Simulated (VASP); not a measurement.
# ZnCu2SnS4 (I-4) in VASP: electric field gradients with PBE

Aim: the electric field gradients of ZnCu2SnS4 with PBE.

All numbers are computed with VASP 6.6.1; they aren't measurements. Logs are shortened: lines on timing, memory, paths and dates and some standing lists are left out, and cuts for length are marked.

## 1. The cell of the first run

The structure is tetragonal, space group I-4 (No. 82). The conventional cell has a = 5.471 Å, b = 5.471 Å, c = 10.925 Å, α = 90.00°, β = 90.00°, γ = 90.00°. Within 3.1 Å of Zn (site symmetry -4) lie 4 S at 2.37 Å. Cu (site symmetry -4) has 4 S at 2.32 Å within 3.1 Å. Within 3.1 Å of Cu (site symmetry -4) lie 4 S at 2.32 Å. Sn (site symmetry -4) has 4 S at 2.47 Å within 3.3 Å. Within 3.1 Å of S (site symmetry 1) lie 2 Cu at 2.32 Å and 1 Zn at 2.37 Å and 1 Sn at 2.47 Å.

## 2. Electric field gradients, PBE

Input file INCAR:

```
ALGO = Normal ; EDIFF = 1E-8
ENCUT = 520 ; GGA = PE
ISIF = 2 ; ISMEAR = 0
LASPH = True ; LCHARG = False
LEFG = True ; LREAL = False
LWAVE = False ; NBANDS = 46
NELM = 100 ; PREC = Accurate
SIGMA = 0.05
```

Input file KPOINTS:

```
k-points
0
Gamma
  8 8 8
```

Input file POSCAR:

```
ZnCu2SnS4
1.0
   -2.7355222700      2.7355222700      5.4623571127
    2.7355222700     -2.7355222700      5.4623571127
    2.7355222700      2.7355222700     -5.4623571127
Zn Cu Sn S
1 2 1 4
Direct
    0.2500000000      0.7500000000      0.5000000000
    0.0000000000      0.0000000000      0.0000000000
    0.7500000000      0.2500000000      0.5000000000
    0.5000000000      0.5000000000      0.0000000000
    0.3710960965      0.8956105606      1.0079423502
    0.1043894394      0.1123317896      0.4754855359
    0.8876682104      0.3631537463     -0.0079423502
    0.6368462537      0.6289039035      0.5245144641
```

Potentials or basis: VASP PAW PBE potentials, release 64 (Zn, Cu, Sn_d, S).

Launch:

```
$ cat potpaw_PBE.64/Zn/POTCAR potpaw_PBE.64/Cu/POTCAR potpaw_PBE.64/Sn_d/POTCAR potpaw_PBE.64/S/POTCAR > POTCAR
$ mpirun -np 1 vasp_std > vasp.out
```

OUTCAR:

```text
EDIFF = 1E-8
   ENCUT = 520
   GGA = PE
   ISIF = 2
   ISMEAR = 0
   LASPH = True
   LREAL = False
   NELM = 100
   PREC = Accurate

 ion  position               nearest neighbor table
   1  0.250  0.750  0.500-   7 2.37   6 2.37   8 2.37   5 2.37
   2  0.000  0.000  0.000-   5 2.32   6 2.32   7 2.32   8 2.32
   3  0.750  0.250  0.500-   6 2.32   7 2.32   8 2.32   5 2.32
   4  0.500  0.500  0.000-   7 2.47   6 2.47   8 2.47   5 2.47
   5  0.371  0.896  0.008-   3 2.32   2 2.32   1 2.37   4 2.47
   6  0.104  0.112  0.475-   3 2.32   2 2.32   1 2.37   4 2.47
   7  0.888  0.363  0.992-   3 2.32   2 2.32   1 2.37   4 2.47
   8  0.637  0.629  0.525-   3 2.32   2 2.32   1 2.37   4 2.47

  LATTYP: Found a body centered tetragonal cell.
 ALAT       =     5.4710445400
 C/A-ratio  =     1.9968242162

  Lattice vectors:

 A1 = (  -2.7355222700,   2.7355222700,   5.4623571127)
 A2 = (   2.7355222700,  -2.7355222700,   5.4623571127)
 A3 = (   2.7355222700,   2.7355222700,  -5.4623571127)

Analysis of symmetry for initial positions (statically):
=====================================================================
 Subroutine PRICEL returns:
 Original cell was already a primitive cell.

 Routine SETGRP: Setting up the symmetry group for a
 body centered tetragonal supercell.

 Subroutine GETGRP returns: Found  4 space group operations
 (whereof  4 operations were pure point group operations)
 out of a pool of 16 trial point group operations.

The static configuration has the point symmetry S_4 .

Analysis of symmetry for dynamics (positions and initial velocities):
=====================================================================
 Subroutine PRICEL returns:
 Original cell was already a primitive cell.

 Routine SETGRP: Setting up the symmetry group for a
 body centered tetragonal supercell.

 Subroutine GETGRP returns: Found  4 space group operations
 (whereof  4 operations were pure point group operations)
 out of a pool of 16 trial point group operations.

The dynamic configuration has the point symmetry S_4 .

 Subroutine INISYM returns: Found  4 space group operations
 (whereof  4 operations are pure point group operations),
 and found     1 'primitive' translations

----------------------------------------------------------------------------------------

                                     Primitive cell

  volume of cell :     163.5011

  direct lattice vectors                    reciprocal lattice vectors
    -2.735522270  2.735522270  5.462357113     0.000000000  0.182780453  0.091535575
     2.735522270 -2.735522270  5.462357113     0.182780453  0.000000000  0.091535575
     2.735522270  2.735522270 -5.462357113     0.182780453  0.182780453  0.000000000

  length of vectors
     6.693542366  6.693542366  6.693542366     0.204419802  0.204419802  0.258490596

  position of ions in fractional coordinates (direct lattice)
     0.250000000  0.750000000  0.500000000
     0.000000000  0.000000000  0.000000000
     0.750000000  0.250000000  0.500000000
     0.500000000  0.500000000  0.000000000
     0.371096096  0.895610561  0.007942350
     0.104389439  0.112331790  0.475485536
     0.887668210  0.363153746  0.992057650
     0.636846254  0.628903904  0.524514464

  ion indices of the primitive-cell ions
   primitive index   ion index
                 1           1
                 2           2
                 3           3
                 4           4
                 5           5
                 6           6
                 7           7
                 8           8

----------------------------------------------------------------------------------------

 KPOINTS: k-points

Automatic generation of k-mesh.
 Grid dimensions read from file:
 generate k-points for:    8    8    8

[... 62 lines left out ...]
   NELM   =    100;   NELMIN=  2; NELMDL= -5     # of ELM steps
   EDIFF  = 0.1E-07   stopping-criterion for ELM
   LREAL  =      F    real-space projection
   EDIFFG = 0.1E-06   stopping-criterion for IOM
   NSW    =      0    number of steps for IOM
   IBRION =     -1    ionic relax: 0-MD 1-quasi-New 2-CG
   NFREE  =      0    steps in history (QN), initial steepest desc. (CG)
   ISIF   =      2    stress and relaxation
   ISYM   =      2    0-nonsym 1-usesym 2-fastsym
   POTIM  = 0.5000    time-step for ionic-motion
   TEBEG  =    0.0;   TEEND  =   0.0 temperature during run
   PSTRESS=    0.0 pullay stress
   NELECT =      72.0000    total number of electrons
   NUPDOWN=      -1.0000    fix difference up-down
   EMIN   =  10.00;   EMAX   =-10.00  energy-range for DOS
   EFERMI =   0.00;   METHOD = LEGACY
   ISMEAR =     0;   SIGMA  =   0.05  broadening in eV -4-tet -1-fermi 0-gaus
   EFERMI_NEDOS =   21; number of points for ismear=-14 and -15
   IALGO  =     38    algorithm
   IMIX   =      4    mixing-type and parameters
     AMIX     =   0.40;   BMIX     =  1.00
     AMIX_MAG =   1.60;   BMIX_MAG =  1.00
  volume/ion in A,a.u.               =      20.44       137.92
  Fermi-wavevector in a.u.,A,eV,Ry     =   1.245505  2.353663 21.106482  1.551283
  Thomas-Fermi vector in A             =   2.379724
   LORBIT       =      0    0 simple, 1 ext, 2 COOP (PROOUT), +10 PAW based schemes
   GGA     = PE    functional components
   LHFCALC =     F    Hartree Fock is set to
   AEXX    =    0.0000 exact exchange contribution
   IVDW    =     0    specifies the selected vdW correction
   LEPSILON=     F    determine dielectric tensor
   LRPA    =     F    only Hartree local field effects (RPA)
 non-spin polarized calculation
 Gauss-broadening in eV      SIGMA  =   0.05
  energy-cutoff  :      520.00
  volume of cell :      163.50
 maximum number of plane-waves:      4444
 NGX is ok and might be reduce to    50
   NGX = 25   NGY = 25   NGZ = 25

 number of electron      72.0000035 magnetization

 Free energy of the ion-electron system (eV)
  ---------------------------------------------------
  ext. energy  EPLUGINS =         0.00000000
  ---------------------------------------------------
  free energy    TOTEN  =       -32.59887318 eV

  energy without entropy =      -32.59879805  energy(sigma->0) =      -32.59883561

 E-fermi :   4.7257     XC(G=0):  -9.6939

 val. band max:        4.6891277995   @ k =   0.0000   0.0000   0.0000
 cond. band min:       4.7595505209   @ k =   0.0000   0.0000   0.0000
 fundamental gap:      0.0704227215
 Fermi energy:         4.7256528420

 k-point     1 :       0.0000    0.0000    0.0000
  band No.  band energies     occupation
      1     -17.5628      2.00000
      2     -17.5593      2.00000
      3     -17.5593      2.00000
      4     -17.4926      2.00000
      5     -17.4884      2.00000
      6      -9.6888      2.00000
[... 1165 lines left out ...]
     45      10.5372      0.00000
     46      10.7599      0.00000

 [... further k-points ...]
[... 5 lines left out ...]
  --------------------------------------------------------------------------------------
  -------------------------------------------------------------------------------------
  Total        0.0283867      0.0283867      0.0908704      0.0000001      0.0000000      0.0000000
  in kB        0.2781666      0.2781666      0.8904559      0.0000007      0.0000000      0.0000000
  external PRESSURE =       0.4822631 kB  Pullay stress =       0.0000000 kB

 VOLUME and BASIS-vectors are now :
 -----------------------------------------------------------------------------
  energy-cutoff  :      520.00
  volume of cell :      163.50
      direct lattice vectors                 reciprocal lattice vectors
    -2.735522270  2.735522270  5.462357113     0.000000000  0.182780453  0.091535575
     2.735522270 -2.735522270  5.462357113     0.182780453  0.000000000  0.091535575
     2.735522270  2.735522270 -5.462357113     0.182780453  0.182780453  0.000000000

 POSITION                                       TOTAL-FORCE (eV/Angst)
 -----------------------------------------------------------------------------------
      2.73552      0.00000      2.73118        -0.000000     -0.000000      0.000000
      0.00000      0.00000      0.00000        -0.000000      0.000000     -0.000000
      0.00000      2.73552      2.73118        -0.000000      0.000000      0.000000
      0.00000      0.00000      5.46236        -0.000000     -0.000000      0.000000
      1.45655     -1.41309      6.87582        -0.026492      0.014714     -0.014170
      1.32243      1.27897     -1.41346         0.014714      0.026492      0.014170
      1.27897      4.14862      1.41346         0.026492     -0.014714     -0.014170
      1.41309      1.45655      4.04889        -0.014714     -0.026492      0.014170
 -----------------------------------------------------------------------------------
    total drift:                                0.000015      0.000015      0.000018

  FREE ENERGIE OF THE ION-ELECTRON SYSTEM (eV)
  ---------------------------------------------------
  free  energy   TOTEN  =       -32.5988731786 eV

  energy  without entropy=      -32.5987980480  energy(sigma->0) =      -32.59883561

 Electric field gradients (V/A^2)
---------------------------------------------------------------------
 ion       V_xx      V_yy      V_zz      V_xy      V_xz      V_yz
---------------------------------------------------------------------
   1      -0.005    -0.005     0.011    -0.007    -0.004    -0.004
   2      -7.273    -7.273    14.546    -0.004    -0.002    -0.002
   3       3.268     3.269    -6.537    -0.004    -0.002    -0.002
   4       2.367     2.367    -4.734    -0.002    -0.001    -0.001
   5       7.113    -4.356    -2.757   -45.935    44.461   -64.975
   6      -4.357     7.113    -2.756    45.934    64.976    44.461
   7       7.114    -4.357    -2.757   -45.935   -44.461    64.976
   8      -4.357     7.114    -2.757    45.936   -64.976   -44.461
---------------------------------------------------------------------

 Electric field gradients after diagonalization (V/A^2)
 (convention: |V_zz| > |V_xx| > |V_yy|)
----------------------------------------------------------------------
 ion       V_xx      V_yy      V_zz     asymmetry (V_yy - V_xx)/ V_zz
----------------------------------------------------------------------
   1       0.012     0.002    -0.014       0.770
   2      -7.277    -7.269    14.546       0.001
   3       3.273     3.264    -6.537       0.001
   4       2.369     2.364    -4.734       0.001
   5     -68.583   -35.131   103.714       0.323
   6     -68.584   -35.130   103.713       0.323
   7     -68.584   -35.130   103.714       0.323
   8     -68.584   -35.130   103.714       0.323
----------------------------------------------------------------------

           NMR quadrupolar parameters

 Cq : quadrupolar parameter    Cq=e*Q*V_zz/h
 eta: asymmetry parameters     (V_yy - V_xx)/ V_zz
 Q  : nuclear electric quadrupole moment in mb (millibarn)
----------------------------------------------------------------------
 ion       Cq(MHz)       eta       Q (mb)
----------------------------------------------------------------------
   1      -0.000       0.770       1.000
   2       0.035       0.001       1.000
   3      -0.016       0.001       1.000
   4      -0.011       0.001       1.000
   5       0.251       0.323       1.000
   6       0.251       0.323       1.000
   7       0.251       0.323       1.000
   8       0.251       0.323       1.000
----------------------------------------------------------------------
```

It took 11 min on 1 thread of Intel Xeon 6975P-C (Granite Rapids), shared host; peak memory 0.73 GiB.

Results:

| Item | Value |
| --- | --- |
| Free energy | -32.5989 eV |
| Pressure | 0.0 GPa |
| Largest force | 0.033 eV/Å |
| Band gap on the k mesh | 0.07 eV, direct |

Forces on the atoms (eV/Å):
```
Zn   0.000  0.000  0.000
Cu   0.000  0.000  0.000
Cu   0.000  0.000  0.000
Sn   0.000  0.000  0.000
S   -0.026  0.015 -0.014
S    0.015  0.026  0.014
S    0.026 -0.015 -0.014
S   -0.015 -0.026  0.014
```

Electric field gradients, principal values (V/Å²):
```tsv
atom	least	middle	greatest (by size)
1 Zn	0.002	0.012	-0.014
2 Cu	-7.269	-7.277	14.546
3 Cu	3.264	3.273	-6.537
4 Sn	2.364	2.369	-4.734
5 S	-35.131	-68.583	103.714
6 S	-35.130	-68.584	103.713
7 S	-35.130	-68.584	103.714
8 S	-35.130	-68.584	103.714
```

Caveat: without QUAD_EFG the Cq values of the log hold for a quadrupole moment of 1 mb, not for the nuclei; spin-orbit coupling is left out, which moves the levels of the heavy elements.
